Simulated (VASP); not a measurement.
Set up this calculation in VASP 6.6.1, as the native input.

| Item | Value |
| --- | --- |
| Task | single point |
| Functional | PBE |
| Potentials or basis | VASP PAW PBE potentials, release 64 (Sn_d, Te) |
| Cutoff | 520 eV |
| k mesh | 10 × 10 × 10 |
| Occupations | gaussian, width 0.03 eV |
| Spin | no spin polarisation |
| Dipole correction | no |
| Further INCAR settings | ALGO = Normal; EDIFF = 1e-06; NBANDS = 17 |

The structure of SnTe lies in POSCAR:

```
SnTe
1.0
    0.0000000000      3.2511950000      3.0618050000
    3.2511950000      0.0000000000      3.0618050000
    3.2511950000      3.2511950000      0.0000000000
Sn Te
1 1
Direct
    0.0000000000      0.0000000000      0.0000000000
    0.5000000000      0.5000000000      0.5000000000
```

This cell differs from its parent crystal: strain +0.030 along x and y, -0.030 along z.

One way to write it, as run:

INCAR

```
  ALGO = Normal
  EDIFF = 1E-6
  ENCUT = 520
  GGA = PE
  ISIF = 2
  ISMEAR = 0
  LASPH = T
  LCHARG = F
  LREAL = F
  LWAVE = F
  NBANDS = 17
  NELM = 80
  PREC = Accurate
  SIGMA = 0.03
```

KPOINTS

```
k-points
0
Gamma
  10 10 10
```

Potentials or basis: VASP PAW PBE potentials, release 64 (Sn_d, Te).

Launch:

```sh
$ cat potpaw_PBE.64/Sn_d/POTCAR potpaw_PBE.64/Te/POTCAR > POTCAR
$ mpirun -np 1 vasp_std > vasp.out
```

Results of the run:

```json
{
 "Pressure": "1.1 GPa",
 "Band gap on the k mesh": "0.17 eV, direct"
}
```

Caveat: the cell differs from its parent crystal (strain +0.030 along x and y, -0.030 along z); spin-orbit coupling is left out, which moves the levels of the heavy elements.

Run time: 40 s on 1 thread of Intel(R) Xeon(R) Platinum 8559C (Emerald Rapids), with other jobs on the host, peak memory 0.27 GiB.
